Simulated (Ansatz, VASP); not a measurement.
One calculation of P, two programs

File INCAR:

```
SYSTEM = P
PREC = Accurate
ENCUT = 520
EDIFF = 1E-6
ISMEAR = 0
SIGMA = 0.05
LREAL = .False.
LASPH = .True.
NELM = 60
ALGO = Normal
ISIF = 2
LWAVE = .False.
LCHARG = .False.
NBANDS = 18
```

Contents of KPOINTS:

```
regular mesh
0
Gamma
  8 1 6
  0 0 0
```

File POSCAR:

```
P
1.0
    3.2837277200      0.0000000000      0.0000000000
    0.0000000000     34.8570309900      0.0000000000
    0.0000000000      0.0000000000      4.6320847100
P
4
Direct
   -0.0682229727      0.9702614300      0.6352265085
    0.0000000000      0.0297385700      0.4078492800
    0.5000000000      0.0297385700      0.0921507200
    0.5000000000      0.9702614300      0.9078492800
```

Input for Ansatz:

```yaml
crystal:
  lattice:
    - [3.28372772, 0.0, 0.0]
    - [0.0, 34.85703099, 0.0]
    - [0.0, 0.0, 4.63208471]
  atoms:
    - { symbol: P, position: [-0.0682229727, 0.97026143, 0.6352265085] }
    - { symbol: P, position: [0.0, 0.02973857, 0.40784928] }
    - { symbol: P, position: [0.5, 0.02973857, 0.09215072] }
    - { symbol: P, position: [0.5, 0.97026143, 0.90784928] }
basis:
  ecutwfc: 420
kpoints:
  mp_grid: { grid: [8, 1, 6] }
hamiltonian:
  xc: lda
scf:
  occupations: { method: gaussian, width: 0.05 }
output:
  forces: true
  stress: true
  eigenvalues: true
  write_density: true
  write_potential: true
  elf: true
  volumetric_format: npy
```

Alike in both runs: task single point; functional LDA; k mesh 8 × 1 × 6; occupations gaussian, width 0.05 eV; no spin polarisation.

|  | VASP | Ansatz |
| --- | --- | --- |
| version | VASP 6.6.1 | Ansatz 0.2.0 |
| potentials or method | VASP PAW LDA potentials, release 64 (P), cutoff 520 eV | scalar-relativistic, plane waves, PAW |
| valence electrons in the cell | 20 | 20 |

Ansatz gave:

- gap on the k mesh at the Fermi level (eV): 0.35
- least direct gap on the mesh (eV): 0.66
- rms of the force components (eV/Å): 2.525

**Question.** What did VASP give for the same quantities?

**Answer.** gap on the k mesh at the Fermi level (eV): 0.38; least direct gap on the mesh (eV): 0.67; rms of the force components (eV/Å): 2.480.

LDA's correlation is that of Perdew and Zunger in VASP and of Perdew and Wang (1992) in Ansatz. Atom by atom the forces differ by 0.049 eV/Å (rms over components). Ansatz's warnings: xc potential rough in thin density.
